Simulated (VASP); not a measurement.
Input of a VASP 6.6.1 run:

File POSCAR:

```
BP
1.0
    0.0000000000      2.2988586873      2.2988586873
    2.2988586873      0.0000000000      2.2988586873
    2.2988586873      2.2988586873      0.0000000000
P B
1 1
Direct
    0.7500000000      0.7500000000      0.7500000000
    0.0000000000      0.0000000000      0.0000000000
```

The input INCAR.step1:

```
SYSTEM = BP
ALGO = Normal ; EDIFF = 1E-5
ENCUT = 520 ; GGA = PE
ISIF = 2 ; ISMEAR = -1
LASPH = .TRUE. ; LCHARG = .FALSE.
LREAL = .FALSE. ; LWAVE = .TRUE.
NBANDS = 11 ; NELM = 60
PREC = Accurate ; SIGMA = 0.05
```

The input INCAR.step2:

```
SYSTEM = BP
AEXX = 0.5 ; AGGAC = 1.0
AGGAX = 0.5 ; ALDAC = 0.0
ALDAX = 0.5 ; ALGO = Normal
EDIFF = 1E-6 ; ENCUT = 520
GGA = B5 ; ISIF = 2
ISMEAR = -1 ; ISTART = 1
LASPH = .TRUE. ; LCHARG = .FALSE.
LHFCALC = .TRUE. ; LREAL = .FALSE.
LWAVE = .FALSE. ; NBANDS = 11
NELM = 60 ; PREC = Accurate
PRECFOCK = Normal ; SIGMA = 0.05
```

File KPOINTS:

```
k-points
0
G
  5 5 5
  0 0 0
```

Potentials or basis: VASP PAW PBE potentials, release 64 (P, B).

Command:

```sh
$ cat potpaw_PBE.64/P/POTCAR potpaw_PBE.64/B/POTCAR > POTCAR
$ cp INCAR.step1 INCAR
$ mpirun -np 1 vasp_std > vasp.out
$ cp INCAR.step2 INCAR
$ mpirun -np 1 vasp_std > vasp.out
```

Predict the pressure.

-7.1 GPa.

Estimate the band gap on the k mesh.

4.70 eV, indirect (least direct gap 7.05 eV).

Caveat: the k points lie up to 0.47 Å⁻¹ apart; the PAW data sets were made with another functional, which shifts forces and pressure a little. A k mesh can miss the band edges.
